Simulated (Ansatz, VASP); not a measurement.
# One calculation of Cu, two programs

```
Cu
1.0
     0.00000    1.81459    1.81459
     1.81459    0.00000    1.81459
     1.81459    1.81459    0.00000
Cu
1
Direct
  0.00000 0.00000 0.00000
```

Alike in both runs: task relaxation of cell and atoms; functional PBE; k mesh 19 × 19 × 19; occupations fermi-dirac, width 0.1 eV; no spin polarisation.

|  | VASP | Ansatz |
| --- | --- | --- |
| version | VASP 6.6.1 | Ansatz 0.2.0 |
| potentials or method | VASP PAW PBE potentials, release 64 (Cu) | PAW with Ansatz's default frozen-core files, scalar-relativistic |
| plane-wave cutoff (eV) | 600 | 420 |
| valence electrons in the cell | 11 | 19 |

```csv
,VASP,Ansatz,Ansatz less VASP
relaxed volume (Å³/atom),12.00,11.95,-0.053
relaxed length of the cell vector where the two differ most in proportion (Å),2.570,2.566,-0.0038
```

VASP's potentials hold 11 valence electrons a cell and Ansatz's 19, so a difference there can come from the potentials and not from the codes.
